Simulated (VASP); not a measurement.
# CdS (P3m1) in VASP: single point with LDA

Aim: the single point of CdS with LDA.

Program: VASP 6.6.1. These are calculated values, not measurements. Logs are shortened: lines on timing, memory, paths and dates and some standing lists are left out, and cuts for length are marked.

### Step 1. The cell of the first run

Symmetry: P3m1, No. 156, trigonal system. The conventional cell has a = 4.176 Å, b = 4.176 Å, c = 5.804 Å, α = 90.00°, β = 90.00°, γ = 120.00°. Cd (site symmetry 3m) has 3 S at 2.41 Å within 3.2 Å. Within 3.2 Å of S (site symmetry 3m) lie 3 Cd at 2.41 Å.

### Step 2. Single point, LDA

Input file INCAR:

```
  ALGO = Normal
  EDIFF = 1E-6
  ENCUT = 540
  GGA = CA
  GGA_COMPAT = False
  ISIF = 2
  ISMEAR = 0
  LASPH = True
  LCHARG = True
  LELF = True
  LREAL = False
  LVHAR = True
  LWAVE = False
  NBANDS = 20
  NELM = 120
  PREC = Accurate
  SIGMA = 0.02
```

Input file KPOINTS:

```
k-points
0
Gamma
  6 6 4
```

Input file POSCAR:

```
CdS
1.0
    4.1759466000      0.0000000000      0.0000000000
   -2.0879733000      3.6164753800      0.0000000000
    0.0000000000      0.0000000000      5.8041730000
Cd S
1 1
Direct
    0.0000000000      0.0000000000      0.4426920000
    0.6666666667      0.3333333333      0.4343080000
```

Potentials or basis: VASP PAW LDA potentials, release 64 (Cd_sv_GW, S).

Started as:

```sh
> cat potpaw_LDA.64/Cd_sv_GW/POTCAR potpaw_LDA.64/S/POTCAR > POTCAR
> mpirun -np 1 vasp_std > vasp.out
```

OUTCAR:

```text
EDIFF = 1E-6
   ENCUT = 540
   GGA = CA
   ISIF = 2
   ISMEAR = 0
   LASPH = True
   LREAL = False
   NELM = 120
   PREC = Accurate

 ion  position               nearest neighbor table
   1  0.000  0.000  0.443-   2 2.41   2 2.41   2 2.41
   2  0.667  0.333  0.434-   1 2.41   1 2.41   1 2.41

  LATTYP: Found a hexagonal cell.
 ALAT       =     4.1759466000
 C/A-ratio  =     1.3899059437

  Lattice vectors:

 A1 = (   4.1759466000,   0.0000000000,   0.0000000000)
 A2 = (  -2.0879733000,   3.6164753800,   0.0000000000)
 A3 = (   0.0000000000,   0.0000000000,   5.8041730000)

Analysis of symmetry for initial positions (statically):
=====================================================================
 Subroutine PRICEL returns:
 Original cell was already a primitive cell.

 Routine SETGRP: Setting up the symmetry group for a
 hexagonal supercell.

 Subroutine GETGRP returns: Found  6 space group operations
 (whereof  6 operations were pure point group operations)
 out of a pool of 24 trial point group operations.

The static configuration has the point symmetry C_3v.

Analysis of symmetry for dynamics (positions and initial velocities):
=====================================================================
 Subroutine PRICEL returns:
 Original cell was already a primitive cell.

 Routine SETGRP: Setting up the symmetry group for a
 hexagonal supercell.

 Subroutine GETGRP returns: Found  6 space group operations
 (whereof  6 operations were pure point group operations)
 out of a pool of 24 trial point group operations.

The dynamic configuration has the point symmetry C_3v.

 Subroutine INISYM returns: Found  6 space group operations
 (whereof  6 operations are pure point group operations),
 and found     1 'primitive' translations

----------------------------------------------------------------------------------------

                                     Primitive cell

  volume of cell :      87.6558

  direct lattice vectors                    reciprocal lattice vectors
     4.175946600  0.000000000  0.000000000     0.239466664  0.138256160  0.000000000
    -2.087973300  3.616475380  0.000000000     0.000000000  0.276512321  0.000000000
[... 74 lines left out ...]
 SYSTEM =  unknown system
   PREC   = accura    normal or accurate (medium, high low for compatibility)
   ISTART =      0    job   : 0-new  1-cont  2-samecut
   ICHARG =      2    charge: 1-file 2-atom 10-const
   ISPIN  =      1    spin polarized calculation?
   LNONCOLLINEAR =      F non collinear calculations
   LSORBIT =      F    spin-orbit coupling
   LASPH  =      T    aspherical Exc in radial PAW
   ENCUT  =  540.0 eV  39.69 Ry    6.30 a.u.   7.91  7.91 11.00*2*pi/ulx,y,z
   NELM   =    120;   NELMIN=  2; NELMDL= -5     # of ELM steps
   EDIFF  = 0.1E-05   stopping-criterion for ELM
   LREAL  =      F    real-space projection
   EDIFFG = 0.1E-04   stopping-criterion for IOM
   NSW    =      0    number of steps for IOM
   IBRION =     -1    ionic relax: 0-MD 1-quasi-New 2-CG
   NFREE  =      0    steps in history (QN), initial steepest desc. (CG)
   ISIF   =      2    stress and relaxation
   ISYM   =      2    0-nonsym 1-usesym 2-fastsym
   POTIM  = 0.5000    time-step for ionic-motion
   TEBEG  =    0.0;   TEEND  =   0.0 temperature during run
   PSTRESS=    0.0 pullay stress
   NELECT =      26.0000    total number of electrons
   NUPDOWN=      -1.0000    fix difference up-down
   EMIN   =  10.00;   EMAX   =-10.00  energy-range for DOS
   EFERMI =   0.00;   METHOD = LEGACY
   ISMEAR =     0;   SIGMA  =   0.02  broadening in eV -4-tet -1-fermi 0-gaus
   EFERMI_NEDOS =   21; number of points for ismear=-14 and -15
   IALGO  =     38    algorithm
   IMIX   =      4    mixing-type and parameters
     AMIX     =   0.40;   BMIX     =  1.00
     AMIX_MAG =   1.60;   BMIX_MAG =  1.00
  volume/ion in A,a.u.               =      43.83       295.77
  Fermi-wavevector in a.u.,A,eV,Ry     =   1.091790  2.063183 16.218211  1.192005
  Thomas-Fermi vector in A             =   2.228042
   LORBIT       =      0    0 simple, 1 ext, 2 COOP (PROOUT), +10 PAW based schemes
   GGA     = CA    functional components
   LHFCALC =     F    Hartree Fock is set to
   AEXX    =    0.0000 exact exchange contribution
   IVDW    =     0    specifies the selected vdW correction
   LEPSILON=     F    determine dielectric tensor
   LRPA    =     F    only Hartree local field effects (RPA)
 non-spin polarized calculation
 Gauss-broadening in eV      SIGMA  =   0.02
  energy-cutoff  :      540.00
  volume of cell :       87.66
 maximum number of plane-waves:      2514
   NGX = 15   NGY = 15   NGZ = 21

 number of electron      25.9999999 magnetization

 Free energy of the ion-electron system (eV)
  ---------------------------------------------------
  ext. energy  EPLUGINS =         0.00000000
  ---------------------------------------------------
  free energy    TOTEN  =        -6.68280577 eV

  energy without entropy =       -6.68280577  energy(sigma->0) =       -6.68280577

 E-fermi :  -1.1167     XC(G=0):  -6.7248

 val. band max:       -1.2479772377   @ k =   0.0000   0.0000   0.5000
 cond. band min:       0.1446856782   @ k =   0.0000   0.0000   0.0000
 fundamental gap:      1.3926629159
 Fermi energy:        -1.1167373629

 k-point     1 :       0.0000    0.0000    0.0000
  band No.  band energies     occupation
      1    -102.0287      2.00000
      2     -63.4729      2.00000
      3     -63.3961      2.00000
      4     -63.3961      2.00000
      5     -13.1546      2.00000
      6      -9.1612      2.00000
[... 541 lines left out ...]
     19       8.0231      0.00000
     20       9.4153      0.00000

------------------------ aborting loop because EDIFF is reached ----------------------------------------

  FORCE on cell =-STRESS in cart. coord.  units (eV):
  Direction    XX          YY          ZZ          XY          YZ          ZX
  --------------------------------------------------------------------------------------
  -------------------------------------------------------------------------------------
  Total       -0.9379892     -0.9379890     -0.3715833     -0.0000000      0.0000000      0.0000000
  in kB      -17.1446109    -17.1446065     -6.7918178     -0.0000000      0.0000000      0.0000000
  external PRESSURE =     -13.6936784 kB  Pullay stress =       0.0000000 kB

 VOLUME and BASIS-vectors are now :
 -----------------------------------------------------------------------------
  energy-cutoff  :      540.00
  volume of cell :       87.66
      direct lattice vectors                 reciprocal lattice vectors
     4.175946600  0.000000000  0.000000000     0.239466664  0.138256160  0.000000000
    -2.087973300  3.616475380  0.000000000     0.000000000  0.276512321  0.000000000
     0.000000000  0.000000000  5.804173000     0.000000000  0.000000000  0.172289834

 POSITION                                       TOTAL-FORCE (eV/Angst)
 -----------------------------------------------------------------------------------
      0.00000      0.00000      2.56946        -0.000000     -0.000000     -0.012149
      2.08797      1.20549      2.52080         0.000000      0.000000      0.012149
 -----------------------------------------------------------------------------------
    total drift:                                0.000001      0.000012     -0.000061

  FREE ENERGIE OF THE ION-ELECTRON SYSTEM (eV)
  ---------------------------------------------------
  free  energy   TOTEN  =        -6.6828057703 eV

  energy  without entropy=       -6.6828057703  energy(sigma->0) =       -6.68280577
```

stdout:

```text
POSCAR found type information on POSCAR CdS
 POSCAR found :  2 types and       2 ions
 scaLAPACK will be used
 LDA part: xc-table for (Slater(with rela. corr.)+CA(PZ))
 , standard interpolation
 POSCAR, INCAR and KPOINTS ok, starting setup
 FFT: planning ... GRIDC
 FFT: planning ... GRID_SOFT
 FFT: planning ... GRID
 WAVECAR not read
 entering main loop
```

Wall time 29 s (1 thread of Intel Xeon Platinum 8259CL at 2.50GHz (Skylake/Cascade Lake), shared host); peak memory 0.21 GiB.

Results:

* Free energy: -6.6828 eV
* Pressure: -1.4 GPa
* Largest force: 0.012 eV/Å
* Band gap on the k mesh: 1.39 eV

Forces on the atoms (eV/Å):
```
Cd   0.000  0.000 -0.012
S    0.000  0.000  0.012
```

Stress tensor (GPa, compression positive):
```
-1.71  0.00  0.00
 0.00 -1.71  0.00
 0.00  0.00 -0.68
```

A k mesh can miss the band edges.
